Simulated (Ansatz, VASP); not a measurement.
**W in VASP and in Ansatz**

INCAR

```
SYSTEM = W
PREC = Accurate
ENCUT = 520
EDIFF = 1E-7
ISMEAR = 0
SIGMA = 0.15
LREAL = .FALSE.
LASPH = .TRUE.
NELM = 60
ALGO = Fast
ISIF = 2
LWAVE = .FALSE.
LCHARG = .TRUE.
GGA = PS
LELF = .TRUE.
LVHAR = .TRUE.
NBANDS = 13
```

Contents of KPOINTS:

```
Automatic mesh
0
G
  26 26 26
  0 0 0
```

Contents of POSCAR:

```
W
1.0
   -1.5771801398      1.4194621258      1.5771801398
    1.5771801398     -1.4194621258      1.5771801398
    1.5771801398      1.4194621258     -1.5771801398
W
1
Direct
    0.0000000000      0.0000000000      0.0000000000
```

Input for Ansatz:

```yaml
crystal:
  lattice:
    - [-1.5771801398, 1.4194621258, 1.5771801398]
    - [1.5771801398, -1.4194621258, 1.5771801398]
    - [1.5771801398, 1.4194621258, -1.5771801398]
  atoms:
    - { symbol: W, position: [0.0, 0.0, 0.0] }
basis:
  ecutwfc: 420
kpoints:
  mp_grid: { grid: [26, 26, 26] }
hamiltonian:
  xc: pbesol
scf:
  occupations: { method: gaussian, width: 0.15 }
output:
  forces: true
  stress: true
  eigenvalues: true
```

Change from the starting cell: strain -0.1000 x Voigt [0, 1, 0, 0, 0, 0], atoms carried along.

Alike in both runs: task single point; functional PBEsol; k mesh 26 × 26 × 26; occupations gaussian, width 0.15 eV; no spin polarisation.

```csv
,VASP,Ansatz
version,VASP 6.6.1,Ansatz 0.2.0
potentials or method,"VASP PAW PBE potentials, release 64 (W_sv), cutoff 520 eV","scalar-relativistic, plane waves, PAW"
valence electrons in the cell,14,14
```

```tsv
	VASP	Ansatz	Ansatz less VASP
gap on the k mesh at the Fermi level (eV)	none	none	-
pressure (GPa)	45.6	44.2	-1.42
traceless stress, the component that is largest in VASP (GPa)	30.34	30.24	-0.100
```

VASP's potentials were made for PBE, not for PBEsol. A gap of «none» marks a metal or a gap that the smearing closes. Both programs put the cell under a high pressure, so it lies far from rest at this level. With one functional, cell and mesh, what is left measures potentials, basis and numerics.

Spin-orbit coupling is off throughout.
